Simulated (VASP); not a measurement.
Runs of VASP 6.6.1 on Mg. The structure is that of space group P6/mmm (No. 191), or close to it. The cells are those of the table. This isn't the form of Mg at room conditions, which is hcp.

```tsv
level	potentials or basis	cell	k mesh	grid for exact exchange (PRECFOCK)	share of exact exchange	screening parameter	gap on the mesh (eV)	pressure (GPa)
HSE06	VASP PAW PBE potentials, release 64 (Mg)	a = 3.050, b = 3.050, c = 3.045 Å, angles 90.0, 90.0, 120.0°, 1 atom	6 × 6 × 5	Normal	0.25	0.2079 1/Å	none	1.5
PBE	VASP PAW PBE potentials, release 64 (Mg)	a = 3.096, b = 3.096, c = 3.068 Å, angles 90.0, 90.0, 120.0°, 1 atom	10 × 10 × 9	-	-	-	none	-0.1
LDA	VASP PAW LDA potentials, release 64 (Mg)	a = 3.050, b = 3.050, c = 3.045 Å, angles 90.0, 90.0, 120.0°, 1 atom	6 × 6 × 5	-	-	-	none	(a)
r2SCAN0	VASP PAW PBE potentials, release 64 (Mg)	a = 3.050, b = 3.050, c = 3.045 Å, angles 90.0, 90.0, 120.0°, 1 atom	6 × 6 × 5	Normal	0.25	-	none	0.9
PBE+D4	VASP PAW PBE potentials, release 64 (Mg)	a = 3.066, b = 3.066, c = 3.027 Å, angles 90.0, 90.0, 120.0°, 1 atom	10 × 10 × 9	-	-	-	none	-0.1
```

Alike in all rows: task single point; no spin polarisation; cutoff (eV) 520; smearing fermi-dirac 0.05 eV.

Problem. Estimate the missing entries.

Solution. (a) -0.5.

Caveats: some runs use coarse meshes; the PAW data sets were made with another functional, which shifts forces and pressure a little (at least some runs).

A gap of «none» marks levels without a gap at the run's occupations.
